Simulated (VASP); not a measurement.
# Ti2O (P-3m1) in VASP: single point with r2SCAN

Aim: the single point of Ti2O with r2SCAN.

Program: VASP 6.6.1. These are calculated values, not measurements. Logs are shortened: lines on timing, memory, paths and dates and some standing lists are left out, and cuts for length are marked.

### Step 1. The cell of the first run

It takes space group P-3m1 (No. 164, trigonal). The conventional cell has a = 2.951 Å, b = 2.951 Å, c = 10.628 Å, α = 90.00°, β = 90.00°, γ = 120.00°. Within 2.8 Å of Ti (site symmetry 3m) lie 3 O at 2.14 Å. Within 3.1 Å of Ti (site symmetry 3m) lie 3 O at 2.14 Å and 12 Ti at 2.80 to 3.10 Å. Within 2.8 Å of O (site symmetry 3m) lie 6 Ti at 2.14 Å.

### Step 2. Single point, r2SCAN (the distance across one plane changed)

Input file POSCAR:

```
Ti2O
1.0
   -1.4757173909     -2.5560174986      0.0000000000
    1.4757173909     -2.5560174986      0.0000000000
    0.0000000000      0.0000000000     10.6280088048
Ti O
4 2
Direct
    0.3333333333      0.3333333333      0.8012266252
    0.3333333333      0.3333333333      0.3482721263
    0.6666666667      0.6666666667      0.1046823726
    0.6666666667      0.6666666667      0.5576368715
    1.0000000000      0.0000000000      0.2264772494
    1.0000000000      0.0000000000      0.6794317483
```

Input file INCAR.step1:

```
ALGO = Normal
EDIFF = 1E-4
ENCUT = 520
GGA = PE
ISMEAR = 0
LASPH = T
LCHARG = F
LREAL = F
LWAVE = T
NBANDS = 39
NELM = 80
PREC = Accurate
SIGMA = 0.15
```

Input file INCAR.step2:

```
ALGO = Normal
EDIFF = 1E-6
ENCUT = 520
ISIF = 2
ISMEAR = 0
ISTART = 1
LASPH = T
LCHARG = F
LMIXTAU = T
LREAL = F
LWAVE = F
METAGGA = R2SCAN
NBANDS = 39
NELM = 80
PREC = Accurate
SIGMA = 0.15
```

Input file KPOINTS:

```
k-points
0
Gamma
  18 18 5
```

Potentials or basis: VASP PAW PBE potentials, release 64 (Ti_sv, O).

Command:

```
$ cat potpaw_PBE.64/Ti_sv/POTCAR potpaw_PBE.64/O/POTCAR > POTCAR
$ cp INCAR.step1 INCAR
$ mpirun -np 1 vasp_std > vasp.out
$ cp INCAR.step2 INCAR
$ mpirun -np 1 vasp_std > vasp.out
```

OUTCAR:

```text
EDIFF = 1E-6
   ENCUT = 520
   ISIF = 2
   ISMEAR = 0
   ISTART = 1
   LASPH = T
   LREAL = F
   METAGGA = R2SCAN
   NELM = 80
   PREC = Accurate

 ion  position               nearest neighbor table
   1  0.333  0.333  0.801-   6 2.14   6 2.14   6 2.14
   2  0.333  0.333  0.348-   5 2.14   5 2.14   5 2.14   4 2.80   4 2.80   4 2.80
   3  0.667  0.667  0.105-   5 2.14   5 2.14   5 2.14
   4  0.667  0.667  0.558-   6 2.14   6 2.14   6 2.14   2 2.80   2 2.80   2 2.80
   5  0.000  0.000  0.226-   3 2.14   3 2.14   3 2.14   2 2.14   2 2.14   2 2.14
   6  0.000  0.000  0.679-   4 2.14   4 2.14   4 2.14   1 2.14   1 2.14   1 2.14

  LATTYP: Found a hexagonal cell.
 ALAT       =     2.9514347818
 C/A-ratio  =     3.6009634604

  Lattice vectors:

 A1 = (  -1.4757173909,   2.5560174986,   0.0000000000)
 A2 = (  -1.4757173909,  -2.5560174986,   0.0000000000)
 A3 = (   0.0000000000,   0.0000000000,  10.6280088048)

Analysis of symmetry for initial positions (statically):
=====================================================================
 Subroutine PRICEL returns:
 Original cell was already a primitive cell.

 Routine SETGRP: Setting up the symmetry group for a
 hexagonal supercell.

 Subroutine GETGRP returns: Found 12 space group operations
 (whereof  6 operations were pure point group operations)
 out of a pool of 24 trial point group operations.

The static configuration has the point symmetry C_3v.
 The point group associated with its full space group is D_3d.

Analysis of symmetry for dynamics (positions and initial velocities):
=====================================================================
 Subroutine PRICEL returns:
 Original cell was already a primitive cell.

 Routine SETGRP: Setting up the symmetry group for a
 hexagonal supercell.

 Subroutine GETGRP returns: Found 12 space group operations
 (whereof  6 operations were pure point group operations)
 out of a pool of 24 trial point group operations.

The dynamic configuration has the point symmetry C_3v.
 The point group associated with its full space group is D_3d.

 Subroutine INISYM returns: Found 12 space group operations
 (whereof  6 operations are pure point group operations),
 and found     1 'primitive' translations

----------------------------------------------------------------------------------------

                                     Primitive cell

  volume of cell :      80.1768

  direct lattice vectors                    reciprocal lattice vectors
    -1.475717391 -2.556017499  0.000000000    -0.338818261 -0.195616814  0.000000000
     1.475717391 -2.556017499  0.000000000     0.338818261 -0.195616814  0.000000000
     0.000000000  0.000000000 10.628008805     0.000000000  0.000000000  0.094091002

  length of vectors
     2.951434782  2.951434782 10.628008805     0.391233628  0.391233628  0.094091002

  position of ions in fractional coordinates (direct lattice)
     0.333333333  0.333333333  0.801226625
     0.333333333  0.333333333  0.348272126
     0.666666667  0.666666667  0.104682373
     0.666666667  0.666666667  0.557636872
     0.000000000  0.000000000  0.226477249
     0.000000000  0.000000000  0.679431748

  ion indices of the primitive-cell ions
   primitive index   ion index
                 1           1
                 2           2
                 3           3
                 4           4
                 5           5
                 6           6

----------------------------------------------------------------------------------------

 KPOINTS: k-points

Automatic generation of k-mesh.
 Grid dimensions read from file:
 generate k-points for:   18   18    5

 Generating k-lattice:

  Cartesian coordinates                     Fractional coordinates (reciprocal lattice)
    -0.018823237 -0.010867601  0.000000000     0.055555556  0.000000000  0.000000000
     0.018823237 -0.010867601  0.000000000     0.000000000  0.055555556  0.000000000
     0.000000000  0.000000000  0.018818200     0.000000000  0.000000000  0.200000000

  Length of vectors
     0.021735202  0.021735202  0.018818200

  Shift w.r.t. Gamma in fractional coordinates (k-lattice)
     0.000000000  0.000000000  0.000000000

 Subroutine IBZKPT returns following result:
 ===========================================

 Found    165 irreducible k-points:

 Following reciprocal coordinates:
            Coordinates               Weight
  0.000000  0.000000  0.000000      1.000000
  0.055556 -0.000000  0.000000      6.000000
  0.111111 -0.000000  0.000000      6.000000
  0.166667 -0.000000  0.000000      6.000000
  0.222222 -0.000000  0.000000      6.000000
  0.277778 -0.000000  0.000000      6.000000
[... 16 lines left out ...]
  0.444444  0.111111  0.000000     12.000000
  0.500000  0.111111  0.000000     12.000000
 [... further k-points ...]
   k-points           NKPTS =    165   k-points in BZ     NKDIM =    165   number of bands    NBANDS=     39
   number of dos      NEDOS =    301   number of ions     NIONS =      6
   total plane-waves  NPLWV =  46080
   dimension x,y,z NGX =    24 NGY =   24 NGZ =   80
   dimension x,y,z NGXF=    48 NGYF=   48 NGZF=  160
   ions per type =               4   2
   NGX,Y,Z   is equivalent  to a cutoff of  13.52, 13.52, 12.51 a.u.
   NGXF,Y,Z  is equivalent  to a cutoff of  27.04, 27.04, 25.03 a.u.
 SYSTEM =  unknown system
   PREC   = accura    normal or accurate (medium, high low for compatibility)
   ISTART =      1    job   : 0-new  1-cont  2-samecut
   ICHARG =      0    charge: 1-file 2-atom 10-const
   ISPIN  =      1    spin polarized calculation?
   LNONCOLLINEAR =      F non collinear calculations
   LSORBIT =      F    spin-orbit coupling
   LASPH  =      T    aspherical Exc in radial PAW
   ENCUT  =  520.0 eV  38.22 Ry    6.18 a.u.   5.49  5.49 19.76*2*pi/ulx,y,z
   NELM   =     80;   NELMIN=  2; NELMDL=  0     # of ELM steps
   EDIFF  = 0.1E-05   stopping-criterion for ELM
   LREAL  =      F    real-space projection
   EDIFFG = 0.1E-04   stopping-criterion for IOM
   NSW    =      0    number of steps for IOM
   IBRION =     -1    ionic relax: 0-MD 1-quasi-New 2-CG
   NFREE  =      0    steps in history (QN), initial steepest desc. (CG)
   ISIF   =      2    stress and relaxation
   ISYM   =      2    0-nonsym 1-usesym 2-fastsym
   POTIM  = 0.5000    time-step for ionic-motion
   TEBEG  =    0.0;   TEEND  =   0.0 temperature during run
   PSTRESS=    0.0 pullay stress
   NELECT =      60.0000    total number of electrons
   NUPDOWN=      -1.0000    fix difference up-down
   EMIN   =  10.00;   EMAX   =-10.00  energy-range for DOS
   EFERMI =   0.00;   METHOD = LEGACY
   ISMEAR =     0;   SIGMA  =   0.15  broadening in eV -4-tet -1-fermi 0-gaus
   EFERMI_NEDOS =   21; number of points for ismear=-14 and -15
   IALGO  =     38    algorithm
   IMIX   =      4    mixing-type and parameters
     AMIX     =   0.40;   BMIX     =  1.00
     AMIX_MAG =   1.60;   BMIX_MAG =  1.00
  volume/ion in A,a.u.               =      13.36        90.18
  Fermi-wavevector in a.u.,A,eV,Ry     =   1.486308  2.808716 30.056804  2.209113
  Thomas-Fermi vector in A             =   2.599611
   LORBIT       =      0    0 simple, 1 ext, 2 COOP (PROOUT), +10 PAW based schemes
   METAGGA = R2SCAN    functional components
   LHFCALC =     F    Hartree Fock is set to
   AEXX    =    0.0000 exact exchange contribution
   IVDW    =     0    specifies the selected vdW correction
   LEPSILON=     F    determine dielectric tensor
   LRPA    =     F    only Hartree local field effects (RPA)
 non-spin polarized calculation
 Gauss-broadening in eV      SIGMA  =   0.15
  energy-cutoff  :      520.00
  volume of cell :       80.18
 maximum number of plane-waves:      2217
 NGX is ok and might be reduce to    24
   NGX = 11   NGY = 11   NGZ = 39

 number of electron      59.9999996 magnetization

 Free energy of the ion-electron system (eV)
  ---------------------------------------------------
  ext. energy  EPLUGINS =         0.00000000
  ---------------------------------------------------
  free energy    TOTEN  =       -74.28745254 eV

  energy without entropy =      -74.24467214  energy(sigma->0) =      -74.26606234

 E-fermi :   8.8563     XC(G=0): -12.5275

 val. band max:        8.8500807501   @ k =   0.3889   0.0556   0.4000
 cond. band min:       8.8587860693   @ k =   0.3889  -0.0000   0.2000
 fundamental gap:      0.0087053192
 Fermi energy:         8.8563454158

 k-point     1 :       0.0000    0.0000    0.0000
  band No.  band energies     occupation
      1     -50.9710      2.00000
      2     -50.9673      2.00000
      3     -50.8093      2.00000
      4     -50.7160      2.00000
      5     -26.4700      2.00000
      6     -26.3553      2.00000
[... 31 lines left out ...]
     38      10.1390      0.00000
     39      10.6909      0.00000

 k-point     2 :       0.0556   -0.0000    0.0000
  band No.  band energies     occupation
      1     -50.9687      2.00000
      2     -50.9651      2.00000
      3     -50.8065      2.00000
      4     -50.7145      2.00000
      5     -26.4634      2.00000
      6     -26.3526      2.00000
[... 31 lines left out ...]
     38      10.3166      0.00000
     39      10.5731      0.00000

 k-point     3 :       0.1111   -0.0000    0.0000
  band No.  band energies     occupation
      1     -50.9621      2.00000
      2     -50.9587      2.00000
      3     -50.7984      2.00000
      4     -50.7100      2.00000
      5     -26.4443      2.00000
      6     -26.3452      2.00000
[... 832 lines left out ...]
 k-point    23 :       0.4444    0.1111    0.0000
  band No.  band energies     occupation
      1     -50.9008      2.00000
      2     -50.8995      2.00000
      3     -50.7157      2.00000
      4     -50.6758      2.00000
      5     -26.3869      2.00000
      6     -26.3622      2.00000
[... 31 lines left out ...]
     38      11.2645      0.00000
     39      11.3764      0.00000

 k-point    24 :       0.5000    0.1111    0.0000
  band No.  band energies     occupation
      1     -50.8945      2.00000
      2     -50.8936      2.00000
      3     -50.7052      2.00000
      4     -50.6744      2.00000
      5     -26.4141      2.00000
      6     -26.3957      2.00000
[... 31 lines left out ...]
     38      11.3731      0.00000
     39      11.5485      0.00000

 [... further k-points ...]

------------------------ aborting loop because EDIFF is reached ----------------------------------------

  FORCE on cell =-STRESS in cart. coord.  units (eV):
  Direction    XX          YY          ZZ          XY          YZ          ZX
  --------------------------------------------------------------------------------------
  -------------------------------------------------------------------------------------
  Total       -1.4562297     -1.4562297     -5.3166730      0.0000000      0.0000000      0.0000000
  in kB      -29.0999032    -29.0999032   -106.2433141      0.0000000      0.0000000      0.0000000
  external PRESSURE =     -54.8143735 kB  Pullay stress =       0.0000000 kB

 VOLUME and BASIS-vectors are now :
 -----------------------------------------------------------------------------
  energy-cutoff  :      520.00
  volume of cell :       80.18
      direct lattice vectors                 reciprocal lattice vectors
    -1.475717391 -2.556017499  0.000000000    -0.338818261 -0.195616814  0.000000000
     1.475717391 -2.556017499  0.000000000     0.338818261 -0.195616814  0.000000000
     0.000000000  0.000000000 10.628008805     0.000000000  0.000000000  0.094091002

 POSITION                                       TOTAL-FORCE (eV/Angst)
 -----------------------------------------------------------------------------------
      0.00000     -1.70401      8.51544        -0.000000      0.000000      1.635676
      0.00000     -1.70401      3.70144         0.000000      0.000000     -0.115151
      0.00000     -3.40802      1.11257         0.000000      0.000000     -1.635676
      0.00000     -3.40802      5.92657        -0.000000     -0.000000      0.115151
      0.00000      0.00000      2.40700        -0.000000     -0.000000      0.043041
      0.00000      0.00000      7.22101         0.000000     -0.000000     -0.043041
 -----------------------------------------------------------------------------------
    total drift:                                0.000000      0.000000     -0.000001

  FREE ENERGIE OF THE ION-ELECTRON SYSTEM (eV)
  ---------------------------------------------------
  free  energy   TOTEN  =       -74.2874525449 eV

  energy  without entropy=      -74.2446721444  energy(sigma->0) =      -74.26606234
```

Run time: 13 min. Hardware: 1 thread of Intel Xeon 6975P-C (Granite Rapids), shared host; peak memory 0.49 GiB.

Results:

```
Free energy            : -74.2875 eV
Pressure               : -5.5 GPa
Largest force          : 1.636 eV/Å
Band gap on the k mesh : zero (bands 30 and 31 overlap by 0.50 eV)
```

Forces on the atoms (eV/Å):
```
Ti   0.000  0.000  1.636
Ti   0.000  0.000 -0.115
Ti   0.000  0.000 -1.636
Ti   0.000  0.000  0.115
O    0.000  0.000  0.043
O    0.000  0.000 -0.043
```

Caveat: the cell differs from its parent crystal (the distance across one plane changed); the cell stands under tension; the PAW data sets were made with another functional, which shifts forces and pressure a little.
